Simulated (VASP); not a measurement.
# Si2W (AlB2 type) (P6/mmm) in VASP: a series of runs, part 2 of 2

VASP 6.6.1.

### 3 Single point, PBE

The input, INCAR:

```
  PREC = Accurate
  ENCUT = 520
  EDIFF = 1E-7
  ISMEAR = -1
  SIGMA = 0.05
  LREAL = False
  LASPH = True
  NELM = 60
  ALGO = Normal
  ISIF = 2
  LWAVE = False
  LCHARG = False
  GGA = PE
  NBANDS = 18
```

The input, KPOINTS:

```
regular mesh
0
Gamma
  10 10 8
```

The input, POSCAR:

```
Si2W
1.0
    3.9264368378      0.0000000000      0.0000000000
   -1.9632184189      3.4003940479      0.0000000000
    0.0000000000      0.0000000000      2.4596675761
W Si
1 2
Direct
    0.0000000000      0.0000000000      0.0000000000
    0.3333333333      0.6666666667      0.5000000000
    0.6666666667      0.3333333333      0.5000000000
```

Potentials or basis: VASP PAW PBE potentials, release 64 (W_sv, Si).

Command:

```sh
cat potpaw_PBE.64/W_sv/POTCAR potpaw_PBE.64/Si/POTCAR > POTCAR
mpirun -np 1 vasp_std > vasp.out
```

OUTCAR:

```text
PREC = Accurate
   ENCUT = 520
   EDIFF = 1E-7
   ISMEAR = -1
   LREAL = False
   LASPH = True
   NELM = 60
   ISIF = 2
   GGA = PE

 ion  position               nearest neighbor table
   1  0.000  0.000  0.000-   2 2.58   3 2.58   2 2.58   3 2.58   3 2.58   3 2.58   2 2.58   2 2.58
                             3 2.58   3 2.58   2 2.58   2 2.58
   2  0.333  0.667  0.500-   3 2.27   3 2.27   3 2.27   1 2.58   1 2.58   1 2.58   1 2.58   1 2.58
                             1 2.58
   3  0.667  0.333  0.500-   2 2.27   2 2.27   2 2.27   1 2.58   1 2.58   1 2.58   1 2.58   1 2.58
                             1 2.58

  LATTYP: Found a hexagonal cell.
 ALAT       =     3.9264368378
 C/A-ratio  =     0.6264375763

  Lattice vectors:

 A1 = (   3.9264368378,   0.0000000000,   0.0000000000)
 A2 = (  -1.9632184189,   3.4003940479,   0.0000000000)
 A3 = (   0.0000000000,   0.0000000000,   2.4596675761)

Analysis of symmetry for initial positions (statically):
=====================================================================
 Subroutine PRICEL returns:
 Original cell was already a primitive cell.

 Routine SETGRP: Setting up the symmetry group for a
 hexagonal supercell.

 Subroutine GETGRP returns: Found 24 space group operations
 (whereof 24 operations were pure point group operations)
 out of a pool of 24 trial point group operations.

The static configuration has the point symmetry D_6h.

Analysis of symmetry for dynamics (positions and initial velocities):
=====================================================================
 Subroutine PRICEL returns:
 Original cell was already a primitive cell.

 Routine SETGRP: Setting up the symmetry group for a
 hexagonal supercell.

 Subroutine GETGRP returns: Found 24 space group operations
 (whereof 24 operations were pure point group operations)
 out of a pool of 24 trial point group operations.

The dynamic configuration has the point symmetry D_6h.

[... 111 lines left out ...]
   NELECT =      22.0000    total number of electrons
   NUPDOWN=      -1.0000    fix difference up-down
   EMIN   =  10.00;   EMAX   =-10.00  energy-range for DOS
   EFERMI =   0.00;   METHOD = LEGACY
   ISMEAR =    -1;   SIGMA  =   0.05  broadening in eV -4-tet -1-fermi 0-gaus
   EFERMI_NEDOS =   21; number of points for ismear=-14 and -15
   IALGO  =     38    algorithm
   IMIX   =      4    mixing-type and parameters
     AMIX     =   0.40;   BMIX     =  1.00
     AMIX_MAG =   1.60;   BMIX_MAG =  1.00
  volume/ion in A,a.u.               =      10.95        73.87
  Fermi-wavevector in a.u.,A,eV,Ry     =   1.432455  2.706947 27.918163  2.051927
  Thomas-Fermi vector in A             =   2.552081
   LORBIT       =      0    0 simple, 1 ext, 2 COOP (PROOUT), +10 PAW based schemes
   GGA     = PE    functional components
   LHFCALC =     F    Hartree Fock is set to
   AEXX    =    0.0000 exact exchange contribution
   IVDW    =     0    specifies the selected vdW correction
   LEPSILON=     F    determine dielectric tensor
   LRPA    =     F    only Hartree local field effects (RPA)
 non-spin polarized calculation
  energy-cutoff  :      520.00
  volume of cell :       32.84
 maximum number of plane-waves:       915
 NGX is ok and might be reduce to    30
   NGX = 15   NGY = 15   NGZ =  9

 number of electron      22.0000002 magnetization

 Free energy of the ion-electron system (eV)
  ---------------------------------------------------
  ext. energy  EPLUGINS =         0.00000000
  ---------------------------------------------------
  free energy    TOTEN  =       -20.84006655 eV

  energy without entropy =      -20.82776386  energy(sigma->0) =      -20.83391520

 E-fermi :  15.6478     XC(G=0): -13.5657

 val. band max:       15.6359853455   @ k =   0.3000   0.3000   0.1250
 cond. band min:      15.6525044850   @ k =   0.2000   0.1000   0.5000
 fundamental gap:      0.0165191394
 Fermi energy:        15.6477921081

 k-point     1 :       0.0000    0.0000    0.0000
  band No.  band energies     occupation
      1     -58.5293      2.00000
      2     -23.0043      2.00000
      3     -23.0043      2.00000
      4     -21.8677      2.00000
      5      -0.8216      2.00000
      6       7.4464      2.00000
[... 481 lines left out ...]
      5       2.3884      2.00000
      6       3.4687      2.00000
[... 10 lines left out ...]
     17      24.0016      0.00000
     18      25.7797      0.00000

 [... further k-points ...]
[... 5 lines left out ...]
  --------------------------------------------------------------------------------------
  -------------------------------------------------------------------------------------
  Total       16.4838453     16.4838453     16.6610950      0.0000000      0.0000000      0.0000000
  in kB      804.2014157    804.2014157    812.8489400      0.0000000      0.0000000      0.0000000
  external PRESSURE =     807.0839238 kB  Pullay stress =       0.0000000 kB

 VOLUME and BASIS-vectors are now :
 -----------------------------------------------------------------------------
  energy-cutoff  :      520.00
  volume of cell :       32.84
      direct lattice vectors                 reciprocal lattice vectors
     3.926436838  0.000000000  0.000000000     0.254683837  0.147041782  0.000000000
    -1.963218419  3.400394048  0.000000000     0.000000000  0.294083564  0.000000000
     0.000000000  0.000000000  2.459667576     0.000000000  0.000000000  0.406559004

 POSITION                                       TOTAL-FORCE (eV/Angst)
 -----------------------------------------------------------------------------------
      0.00000      0.00000      0.00000         0.000000      0.000000      0.000000
     -0.00000      2.26693      1.22983        -0.000000      0.000000      0.000000
      1.96322      1.13346      1.22983         0.000000     -0.000000      0.000000
 -----------------------------------------------------------------------------------
    total drift:                                0.000000     -0.000000      0.000000

  FREE ENERGIE OF THE ION-ELECTRON SYSTEM (eV)
  ---------------------------------------------------
  free  energy   TOTEN  =       -20.8400665480 eV

  energy  without entropy=      -20.8277638557  energy(sigma->0) =      -20.83391520
```

OSZICAR:

```text
N       E                     dE             d eps       ncg     rms          rms(c)
DAV:   1     0.139678804738E+03    0.13968E+03   -0.11062E+04  2528   0.127E+03
DAV:   2    -0.170936104656E+02   -0.15677E+03   -0.15296E+03  2832   0.334E+02
DAV:   3    -0.217652459879E+02   -0.46716E+01   -0.46113E+01  3062   0.520E+01
DAV:   4    -0.218001879193E+02   -0.34942E-01   -0.34910E-01  3000   0.472E+00
DAV:   5    -0.218004920753E+02   -0.30416E-03   -0.30414E-03  2954   0.466E-01    0.352E+01
DAV:   6    -0.209674100732E+02    0.83308E+00   -0.36811E+00  2824   0.138E+01    0.142E+01
DAV:   7    -0.208677001642E+02    0.99710E-01   -0.26847E-01  2804   0.324E+00    0.673E+00
DAV:   8    -0.208406769884E+02    0.27023E-01   -0.47197E-02  2792   0.172E+00    0.342E-01
DAV:   9    -0.208401577826E+02    0.51921E-03   -0.11324E-03  2882   0.282E-01    0.182E-01
DAV:  10    -0.208400721611E+02    0.85621E-04   -0.25508E-04  2992   0.141E-01    0.449E-02
DAV:  11    -0.208400668663E+02    0.52948E-05   -0.33156E-05  2848   0.455E-02    0.176E-02
DAV:  12    -0.208400669561E+02   -0.89799E-07   -0.17652E-06  2870   0.113E-02    0.268E-03
DAV:  13    -0.208400666085E+02    0.34757E-06   -0.73081E-08  1642   0.294E-03    0.115E-03
DAV:  14    -0.208400665480E+02    0.60577E-07   -0.82413E-09  1466   0.862E-04
   1 F= -.20840067E+02 E0= -.20833915E+02  d E =-.123027E-01
```

stdout:

```text
POSCAR found type information on POSCAR W Si
 POSCAR found :  2 types and       3 ions
 scaLAPACK will be used
 LDA part: xc-table for (Slater+PW92), standard interpolation
 POSCAR, INCAR and KPOINTS ok, starting setup
 FFT: planning ... GRIDC
 FFT: planning ... GRID_SOFT
 FFT: planning ... GRID
 WAVECAR not read
 entering main loop
```

Wall time 22 s (1 thread of AMD EPYC 9R45 (Zen 5), shared host); peak memory 0.14 GiB.

Results:

* Free energy: -20.8401 eV
* Pressure: 80.7 GPa
* Band gap on the k mesh: zero (band 11 reaches 17.23 eV, above the bottom of band 12 at 13.25 eV)

Stress tensor (GPa, compression positive):
```
80.42  0.00  0.00
 0.00 80.42  0.00
 0.00  0.00 81.28
```

Caveat: spin-orbit coupling is left out, which moves the levels of the heavy elements.
